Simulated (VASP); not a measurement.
# PbS: single point with r2SCAN

The system is PbS.

```
Pb S
1.0
     0.00000    2.94685    2.94685
     2.94685    0.00000    2.94685
     2.94685    2.94685    0.00000
Pb S
1 1
Direct
  0.50000 0.50000 0.50000
  0.00000 0.00000 0.00000
```

This cell differs from its parent crystal: volume scaled by 0.96.

```yaml
Program: VASP 6.6.1
Task: single point
Functional: r2SCAN
Potentials_or_basis: VASP PAW PBE potentials, release 64 (Pb_d, S)
Cutoff: 520 eV
k_mesh: 8 × 8 × 8
Occupations: gaussian, width 0.05 eV
Spin: no spin polarisation
```

| Property | Result |
| --- | --- |
| Pressure | 2.6 GPa |
| Band gap on the k mesh | 0.54 eV, direct |

Levels at points of the mesh, in eV from the valence-band top:
```
           k point  band 6  band 7  band 8  band 9  band 10  band 11  band 12  band 13  band 14  band 15
(0.00, 0.00, 0.00)  -14.43   -6.10   -2.47   -2.47    -2.47     5.58     5.58     5.58     7.05     7.05
(0.50, 0.00, 0.00)  -13.13   -9.27   -2.05   -2.05     0.00     0.54     2.10     2.10     9.16    10.55
(0.50, 0.50, 0.00)  -12.63   -7.43   -5.60   -3.78    -3.78     4.03     6.05     6.13     6.13    11.68
```

It took 45 s on 1 thread of Intel(R) Xeon(R) 6975P-C (Granite Rapids), on a shared host, peak memory 0.19 GiB.

Caveat: the PAW data sets were made with another functional, which shifts forces and pressure a little; spin-orbit coupling is left out, which moves the levels of the heavy elements. A k mesh can miss the band edges.
